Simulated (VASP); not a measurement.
# Y3SnI4 (Pm-3m) in VASP: a series of runs

Y3SnI4 is run at these levels: PBE; tasks: single point, relaxation of cell and atoms.

Everything below comes from runs of VASP 6.6.1. Logs are shortened: lines on timing, memory, paths and dates and some standing lists are left out, and cuts for length are marked.

## Step 1: The cell of the first run

Symmetry: Pm-3m, No. 221, cubic system. Conventional cell: a = 6.353 Å, b = 6.353 Å, c = 6.353 Å, α = 90.00°, β = 90.00°, γ = 90.00°. Y (site symmetry 4/mmm) has 6 I at 3.18 Å within 4.2 Å. Sn (site symmetry m-3m) has 6 I at 3.18 Å within 4.2 Å. I (site symmetry 4/mmm) has 4 Y at 3.18 Å and 2 Sn at 3.18 Å within 4.2 Å. Within 4.2 Å of I (site symmetry m-3m) lie 6 Y at 3.18 Å.

The cell was generated, and may not be a known phase.

## Step 2: Single point, PBE

Contents of INCAR:

```
ALGO = Normal ; EDIFF = 1E-6
ENCUT = 520 ; GGA = PE
ISIF = 2 ; ISMEAR = 0
LASPH = True ; LCHARG = True
LELF = True ; LREAL = False
LVHAR = True ; LWAVE = False
NBANDS = 48 ; NELM = 60
PREC = Accurate ; SIGMA = 0.1
```

Contents of KPOINTS:

```
k-points
0
Gamma
  6 6 6
```

Contents of POSCAR:

```
Y3SnI4
1.0
    6.3525238356      0.0000000000      0.0000000000
    0.0000000000      6.3525238356      0.0000000000
    0.0000000000      0.0000000000      6.3525238356
Y Sn I
3 1 4
Direct
    0.0000000000      0.5000000000      0.5000000000
    0.5000000000      0.0000000000      0.5000000000
    0.5000000000      0.5000000000      0.0000000000
    0.0000000000      0.0000000000      0.0000000000
    0.5000000000      0.0000000000      0.0000000000
    0.5000000000      0.5000000000      0.5000000000
    0.0000000000      0.0000000000      0.5000000000
    0.0000000000      0.5000000000      0.0000000000
```

Potentials or basis: VASP PAW PBE potentials, release 64 (Y_sv, Sn_d, I).

The run is started by

```console
cat potpaw_PBE.64/Y_sv/POTCAR potpaw_PBE.64/Sn_d/POTCAR potpaw_PBE.64/I/POTCAR > POTCAR
mpirun -np 1 vasp_std > vasp.out
```

OUTCAR:

```text
EDIFF = 1E-6
   ENCUT = 520
   GGA = PE
   ISIF = 2
   ISMEAR = 0
   LASPH = True
   LREAL = False
   NELM = 60
   PREC = Accurate

 ion  position               nearest neighbor table
   1  0.000  0.500  0.500-   6 3.18   7 3.18   8 3.18   8 3.18   7 3.18   6 3.18
   2  0.500  0.000  0.500-   5 3.18   6 3.18   7 3.18   5 3.18   6 3.18   7 3.18
   3  0.500  0.500  0.000-   5 3.18   6 3.18   8 3.18   6 3.18   5 3.18   8 3.18
   4  0.000  0.000  0.000-   5 3.18   7 3.18   8 3.18   7 3.18   8 3.18   5 3.18
   5  0.500  0.000  0.000-   2 3.18   3 3.18   4 3.18   2 3.18   3 3.18   4 3.18
   6  0.500  0.500  0.500-   1 3.18   2 3.18   3 3.18   3 3.18   2 3.18   1 3.18
   7  0.000  0.000  0.500-   1 3.18   2 3.18   4 3.18   4 3.18   1 3.18   2 3.18
   8  0.000  0.500  0.000-   1 3.18   3 3.18   4 3.18   1 3.18   4 3.18   3 3.18

  LATTYP: Found a simple cubic cell.
 ALAT       =     6.3525238356

  Lattice vectors:

 A1 = (   6.3525238356,   0.0000000000,   0.0000000000)
 A2 = (   0.0000000000,   6.3525238356,   0.0000000000)
 A3 = (   0.0000000000,   0.0000000000,   6.3525238356)

Analysis of symmetry for initial positions (statically):
=====================================================================
 Subroutine PRICEL returns:
 Original cell was already a primitive cell.

 Routine SETGRP: Setting up the symmetry group for a
 simple cubic supercell.

 Subroutine GETGRP returns: Found 48 space group operations
 (whereof 48 operations were pure point group operations)
 out of a pool of 48 trial point group operations.

The static configuration has the point symmetry O_h .

Analysis of symmetry for dynamics (positions and initial velocities):
=====================================================================
 Subroutine PRICEL returns:
 Original cell was already a primitive cell.

 Routine SETGRP: Setting up the symmetry group for a
 simple cubic supercell.

 Subroutine GETGRP returns: Found 48 space group operations
 (whereof 48 operations were pure point group operations)
 out of a pool of 48 trial point group operations.

The dynamic configuration has the point symmetry O_h .

 Subroutine INISYM returns: Found 48 space group operations
 (whereof 48 operations are pure point group operations),
 and found     1 'primitive' translations

----------------------------------------------------------------------------------------

                                     Primitive cell

  volume of cell :     256.3533

  direct lattice vectors                    reciprocal lattice vectors
     6.352523836  0.000000000  0.000000000     0.157417749  0.000000000  0.000000000
     0.000000000  6.352523836  0.000000000     0.000000000  0.157417749  0.000000000
     0.000000000  0.000000000  6.352523836     0.000000000  0.000000000  0.157417749

  length of vectors
     6.352523836  6.352523836  6.352523836     0.157417749  0.157417749  0.157417749

  position of ions in fractional coordinates (direct lattice)
     0.000000000  0.500000000  0.500000000
     0.500000000  0.000000000  0.500000000
     0.500000000  0.500000000  0.000000000
     0.000000000  0.000000000  0.000000000
     0.500000000  0.000000000  0.000000000
     0.500000000  0.500000000  0.500000000
     0.000000000  0.000000000  0.500000000
     0.000000000  0.500000000  0.000000000

  ion indices of the primitive-cell ions
   primitive index   ion index
                 1           1
                 2           2
                 3           3
                 4           4
                 5           5
                 6           6
                 7           7
                 8           8

----------------------------------------------------------------------------------------

 KPOINTS: k-points

Automatic generation of k-mesh.
 Grid dimensions read from file:
 generate k-points for:    6    6    6

 Generating k-lattice:

  Cartesian coordinates                     Fractional coordinates (reciprocal lattice)
     0.026236291  0.000000000  0.000000000     0.166666667  0.000000000  0.000000000
     0.000000000  0.026236291  0.000000000     0.000000000  0.166666667  0.000000000
     0.000000000  0.000000000  0.026236291     0.000000000  0.000000000  0.166666667

  Length of vectors
     0.026236291  0.026236291  0.026236291

  Shift w.r.t. Gamma in fractional coordinates (k-lattice)
     0.000000000  0.000000000  0.000000000

 Subroutine IBZKPT returns following result:
 ===========================================

 Found     20 irreducible k-points:

 Following reciprocal coordinates:
            Coordinates               Weight
  0.000000  0.000000  0.000000      1.000000
  0.166667  0.000000  0.000000      6.000000
  0.333333  0.000000  0.000000      6.000000
  0.500000  0.000000  0.000000      3.000000
  0.166667  0.166667  0.000000     12.000000
  0.333333  0.166667  0.000000     24.000000
[... 12 lines left out ...]
  0.500000  0.500000  0.333333      6.000000
  0.500000  0.500000  0.500000      1.000000
   k-points           NKPTS =     20   k-points in BZ     NKDIM =     20   number of bands    NBANDS=     48
   number of dos      NEDOS =    301   number of ions     NIONS =      8
   total plane-waves  NPLWV = 110592
   dimension x,y,z NGX =    48 NGY =   48 NGZ =   48
   dimension x,y,z NGXF=    96 NGYF=   96 NGZF=   96
   ions per type =               3   1   4
   NGX,Y,Z   is equivalent  to a cutoff of  12.56, 12.56, 12.56 a.u.
   NGXF,Y,Z  is equivalent  to a cutoff of  25.12, 25.12, 25.12 a.u.
 SYSTEM =  unknown system
   PREC   = accura    normal or accurate (medium, high low for compatibility)
   ISTART =      0    job   : 0-new  1-cont  2-samecut
   ICHARG =      2    charge: 1-file 2-atom 10-const
   ISPIN  =      1    spin polarized calculation?
   LNONCOLLINEAR =      F non collinear calculations
   LSORBIT =      F    spin-orbit coupling
   LASPH  =      T    aspherical Exc in radial PAW
   ENCUT  =  520.0 eV  38.22 Ry    6.18 a.u.  11.81 11.81 11.81*2*pi/ulx,y,z
   NELM   =     60;   NELMIN=  2; NELMDL= -5     # of ELM steps
   EDIFF  = 0.1E-05   stopping-criterion for ELM
   LREAL  =      F    real-space projection
   EDIFFG = 0.1E-04   stopping-criterion for IOM
   NSW    =      0    number of steps for IOM
   IBRION =     -1    ionic relax: 0-MD 1-quasi-New 2-CG
   NFREE  =      0    steps in history (QN), initial steepest desc. (CG)
   ISIF   =      2    stress and relaxation
   ISYM   =      2    0-nonsym 1-usesym 2-fastsym
   POTIM  = 0.5000    time-step for ionic-motion
   TEBEG  =    0.0;   TEEND  =   0.0 temperature during run
   PSTRESS=    0.0 pullay stress
   NELECT =      75.0000    total number of electrons
   NUPDOWN=      -1.0000    fix difference up-down
   EMIN   =  10.00;   EMAX   =-10.00  energy-range for DOS
   EFERMI =   0.00;   METHOD = LEGACY
   ISMEAR =     0;   SIGMA  =   0.10  broadening in eV -4-tet -1-fermi 0-gaus
   EFERMI_NEDOS =   21; number of points for ismear=-14 and -15
   IALGO  =     38    algorithm
   IMIX   =      4    mixing-type and parameters
     AMIX     =   0.40;   BMIX     =  1.00
     AMIX_MAG =   1.60;   BMIX_MAG =  1.00
  volume/ion in A,a.u.               =      32.04       216.24
  Fermi-wavevector in a.u.,A,eV,Ry     =   1.086798  2.053751 16.070257  1.181131
  Thomas-Fermi vector in A             =   2.222943
   LORBIT       =      0    0 simple, 1 ext, 2 COOP (PROOUT), +10 PAW based schemes
   GGA     = PE    functional components
   LHFCALC =     F    Hartree Fock is set to
   AEXX    =    0.0000 exact exchange contribution
   IVDW    =     0    specifies the selected vdW correction
   LEPSILON=     F    determine dielectric tensor
   LRPA    =     F    only Hartree local field effects (RPA)
 non-spin polarized calculation
 Gauss-broadening in eV      SIGMA  =   0.10
  energy-cutoff  :      520.00
  volume of cell :      256.35
 maximum number of plane-waves:      6968
 NGX is ok and might be reduce to    48
   NGX = 23   NGY = 23   NGZ = 23

 number of electron      75.0000016 magnetization

 Free energy of the ion-electron system (eV)
  ---------------------------------------------------
  ext. energy  EPLUGINS =         0.00000000
  ---------------------------------------------------
  free energy    TOTEN  =       -30.91561337 eV

  energy without entropy =      -30.87453547  energy(sigma->0) =      -30.89507442

 E-fermi :   6.9497     XC(G=0):  -9.4333

 val. band max:        6.9493586741   @ k =   0.0000   0.0000   0.0000
 cond. band min:       6.9567893438   @ k =   0.3333   0.1667   0.0000
 fundamental gap:      0.0074306697
 Fermi energy:         6.9497098642

 k-point     1 :       0.0000    0.0000    0.0000
  band No.  band energies     occupation
      1     -37.3892      2.00000
      2     -37.3857      2.00000
      3     -37.3857      2.00000
      4     -17.4318      2.00000
      5     -17.4318      2.00000
      6     -17.4318      2.00000
[... 40 lines left out ...]
     47       8.1286      0.00000
     48       8.1286      0.00000

 k-point     2 :       0.1667    0.0000    0.0000
  band No.  band energies     occupation
      1     -37.3890      2.00000
      2     -37.3859      2.00000
      3     -37.3857      2.00000
      4     -17.4309      2.00000
      5     -17.4304      2.00000
      6     -17.4304      2.00000
[... 40 lines left out ...]
     47       8.2286      0.00000
     48       8.2802      0.00000

 k-point     3 :       0.3333    0.0000    0.0000
  band No.  band energies     occupation
      1     -37.3885      2.00000
      2     -37.3865      2.00000
      3     -37.3857      2.00000
      4     -17.4284      2.00000
      5     -17.4269      2.00000
      6     -17.4269      2.00000
[... 856 lines left out ...]
     47       8.3515      0.00000
     48       8.8130      0.00000

 k-point    20 :       0.5000    0.5000    0.5000
  band No.  band energies     occupation
      1     -37.3869      2.00000
      2     -37.3869      2.00000
      3     -37.3869      2.00000
      4     -17.4519      2.00000
      5     -17.4519      2.00000
      6     -17.4519      2.00000
[... 40 lines left out ...]
     47       8.4877      0.00000
     48       8.5457      0.00000

------------------------ aborting loop because EDIFF is reached ----------------------------------------

  FORCE on cell =-STRESS in cart. coord.  units (eV):
  Direction    XX          YY          ZZ          XY          YZ          ZX
  --------------------------------------------------------------------------------------
  -------------------------------------------------------------------------------------
  Total       -0.0002184     -0.0002184     -0.0002184     -0.0000000     -0.0000000      0.0000000
  in kB       -0.0013650     -0.0013650     -0.0013650     -0.0000000     -0.0000000      0.0000000
  external PRESSURE =      -0.0013650 kB  Pullay stress =       0.0000000 kB

 VOLUME and BASIS-vectors are now :
 -----------------------------------------------------------------------------
  energy-cutoff  :      520.00
  volume of cell :      256.35
      direct lattice vectors                 reciprocal lattice vectors
     6.352523836  0.000000000  0.000000000     0.157417749  0.000000000  0.000000000
     0.000000000  6.352523836  0.000000000     0.000000000  0.157417749  0.000000000
     0.000000000  0.000000000  6.352523836     0.000000000  0.000000000  0.157417749

 POSITION                                       TOTAL-FORCE (eV/Angst)
 -----------------------------------------------------------------------------------
      0.00000      3.17626      3.17626         0.000000      0.000000      0.000000
      3.17626      0.00000      3.17626         0.000000      0.000000      0.000000
      3.17626      3.17626      0.00000         0.000000      0.000000      0.000000
      0.00000      0.00000      0.00000         0.000000      0.000000      0.000000
      3.17626      0.00000      0.00000         0.000000      0.000000      0.000000
      3.17626      3.17626      3.17626         0.000000      0.000000      0.000000
      0.00000      0.00000      3.17626         0.000000      0.000000      0.000000
      0.00000      3.17626      0.00000         0.000000      0.000000      0.000000
 -----------------------------------------------------------------------------------
    total drift:                                0.000000      0.000000     -0.000000

  FREE ENERGIE OF THE ION-ELECTRON SYSTEM (eV)
  ---------------------------------------------------
  free  energy   TOTEN  =       -30.9156133655 eV

  energy  without entropy=      -30.8745354672  energy(sigma->0) =      -30.89507442
```

It took 5.5 min on 1 thread of Intel Xeon 8259CL, shared host; peak memory 0.44 GiB.

Results:

```yaml
Free_energy: -30.9156 eV
Pressure: 0.0 GPa
Band_gap_on_the_k_mesh: zero (an odd number of electrons rules out a gap without spin polarisation)
```

Caveat: spin-orbit coupling is left out, which moves the levels of the heavy elements; an odd number of electrons without spin polarisation forces a metal; a magnetic or distorted state may lie lower.

## Step 3: Relaxation of cell and atoms, PBE

This run uses another cell than the first one, of 32.30 Å³/atom.

Contents of INCAR:

```
SYSTEM = Y3SnI4
PREC = Accurate ; ENCUT = 600
EDIFF = 1E-7 ; ISMEAR = 0
SIGMA = 0.1 ; LREAL = .FALSE.
LASPH = .TRUE. ; NELM = 60
ALGO = Normal ; ISIF = 3
LWAVE = .FALSE. ; LCHARG = .FALSE.
GGA = PE ; IBRION = 2
NSW = 100 ; EDIFFG = -0.01
```

Contents of KPOINTS:

```
Automatic mesh
0
G
  6 6 6
  0 0 0
```

POSCAR, as its differences from that of step 2:

```diff
@@ -2,5 +2,5 @@
 1.0
-    6.3525238356      0.0000000000      0.0000000000
-    0.0000000000      6.3525238356      0.0000000000
-    0.0000000000      0.0000000000      6.3525238356
+    6.3695291927      0.0000000000      0.0000000000
+    0.0000000000      6.3695291927      0.0000000000
+    0.0000000000      0.0000000000      6.3695291927
 Y Sn I
```

Potentials or basis: VASP PAW PBE potentials, release 64 (Y_sv, Sn_d, I).

The run is started by

```console
cat potpaw_PBE.64/Y_sv/POTCAR potpaw_PBE.64/Sn_d/POTCAR potpaw_PBE.64/I/POTCAR > POTCAR
mpirun -np 1 vasp_std > vasp.out
```

Wall time 13 min (1 thread of Intel Xeon 8259CL, shared host); peak memory 0.57 GiB.

It converged, with:

```yaml
Free_energy: -30.9160 eV
Relaxed_volume: 32.06 Å³/atom
Relaxed_cell: a = 6.354 Å, b = 6.354 Å, c = 6.354 Å, α = 90.00°, β = 90.00°, γ = 90.00°
Space_group_after_relaxing_to_0.1_Å: Pm-3m (No. 221)
Energy_gained_by_relaxing: 0.2 meV/atom
Ionic_steps: 2
Pressure_after_relaxing: 0.0 GPa
Band_gap_on_the_k_mesh: zero (an odd number of electrons rules out a gap without spin polarisation)
```

The path:
| step | energy change (eV) | largest force (eV/Å) | pressure (GPa) | volume (Å³) |
| --- | --- | --- | --- | --- |
| 1 | 0.0000 | 0.0000 | -0.26 | 258.42 |
| 2 | -0.0017 | 0.0000 | -0.01 | 256.48 |

Final structure:
```
Y Sn I
1.0
     6.35356    0.00000    0.00000
     0.00000    6.35356    0.00000
     0.00000    0.00000    6.35356
Y Sn I
3 1 4
Direct
  0.00000 0.50000 0.50000
  0.50000 0.00000 0.50000
  0.50000 0.50000 0.00000
  0.00000 0.00000 0.00000
  0.50000 0.00000 0.00000
  0.50000 0.50000 0.50000
  0.00000 0.00000 0.50000
  0.00000 0.50000 0.00000
```

Levels at points of the mesh, in eV from the Fermi level:
| k point | band 35 | band 36 | band 37 | band 38 | band 39 | band 40 |
| --- | --- | --- | --- | --- | --- | --- |
| (0.00, 0.00, 0.00) | -1.78 | -1.78 | -1.78 | -0.69 | -0.08 | -0.08 |
| (0.50, 0.00, 0.00) | -1.52 | -0.59 | -0.24 | 0.01 | 0.04 | 0.04 |
| (0.50, 0.50, 0.00) | -0.66 | -0.66 | 0.31 | 0.37 | 0.37 | 0.45 |
| (0.50, 0.50, 0.50) | -1.15 | -1.15 | -1.15 | 0.50 | 1.08 | 1.08 |

Caveat: spin-orbit coupling is left out, which moves the levels of the heavy elements; an odd number of electrons without spin polarisation forces a metal; a magnetic or distorted state may lie lower.
